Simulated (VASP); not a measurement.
Wanted: the native input for a VASP 6.6.1 run.

```yaml
Task: relaxation of cell and atoms
Functional: b88 exchange, pbe correlation
Potentials_or_basis: VASP PAW PBE potentials, release 64 (Ti_sv, O)
Cutoff: 600 eV
k_mesh: 8 × 8 × 4
Occupations: fermi-dirac, width 0.05 eV
Spin: no spin polarisation
Dipole_correction: no
Further_INCAR_settings: ALGO = Normal; EDIFF = 1e-07; IBRION = 2; EDIFFG = -0.01; NSW = 60; ISIF = 3
```

The structure of TiO2 lies in POSCAR:

```
TiO2
1.0
    6.1535771931     -1.8834685000      0.0000000000
    6.1535771931      1.8834685000      0.0000000000
   -1.9283261078      0.0000000000      6.3289668713
Ti O
4 8
Direct
    0.9000710000      0.9000710000      0.2896020000
    0.1952860000      0.1952860000      0.2837620000
    0.0999290000      0.0999290000      0.7103980000
    0.8047140000      0.8047140000      0.7162380000
    0.3619310000      0.3619310000      0.2933970000
    0.2634885000      0.2634885000      0.6525000000
    0.8671885000      0.8671885000      0.9952910000
    0.7365115000      0.7365115000      0.3475000000
    0.9416475000      0.9416475000      0.6300210000
    0.1328115000      0.1328115000      0.0047090000
    0.6380690000      0.6380690000      0.7066030000
    0.0583525000      0.0583525000      0.3699790000
```

The input as run:

INCAR

```
SYSTEM = TiO2
PREC     = Accurate       ! precision mode
ENCUT    = 600            ! plane-wave cutoff, eV
EDIFF    = 1E-7           ! SCF threshold, eV
ISMEAR   = -1             ! smearing method
SIGMA    = 0.05           ! smearing width, eV
LREAL    = .FALSE.        ! projectors in reciprocal space
LASPH    = .TRUE.         ! aspherical terms in the spheres
NELM     = 120            ! most SCF steps
ALGO     = Normal         ! electronic algorithm
ISIF     = 3              ! what is computed and relaxed
LWAVE    = .FALSE.        ! write WAVECAR
LCHARG   = .FALSE.        ! write CHGCAR
GGA      = LIBXC          ! functional
LIBXC1   = GGA_X_B88    
LIBXC2   = GGA_C_PBE    
IBRION   = 2              ! ionic algorithm
NSW      = 60             ! ionic steps
EDIFFG   = -0.01          ! ionic threshold
GGA_COMPAT= .FALSE.      
NELMIN   = 4            
KPAR     = 4
```

KPOINTS

```
Automatic mesh
0
G
  8 8 4
  0 0 0
```

Potentials or basis: VASP PAW PBE potentials, release 64 (Ti_sv, O).

Run with:

```console
$ cat potpaw_PBE.64/Ti_sv/POTCAR potpaw_PBE.64/O/POTCAR > POTCAR
$ mpirun -np 4 vasp_std > vasp.out
```

It gave:

* Relaxed volume: 12.17 Å³/atom
* Relaxed cell: a = 6.420 Å, b = 6.420 Å, c = 6.616 Å, α = 106.22°, β = 106.22°, γ = 34.06°
* Space group after relaxing (to 0.1 Å): C2/m (No. 12)
* Energy gained by relaxing: 0.3 meV/atom
* Ionic steps: 15
* Pressure after relaxing: 0.0 GPa
* Largest force after relaxing: 0.009 eV/Å
* Band gap on the k mesh: 2.74 eV (least direct gap 2.92 eV)

Caveat: the PAW data sets were made with another functional, which shifts forces and pressure a little.

Run time: 42 min on 4 MPI ranks on Intel(R) Xeon(R) 6975P-C (Granite Rapids), with other jobs on the host, peak memory 0.84 GiB a rank.
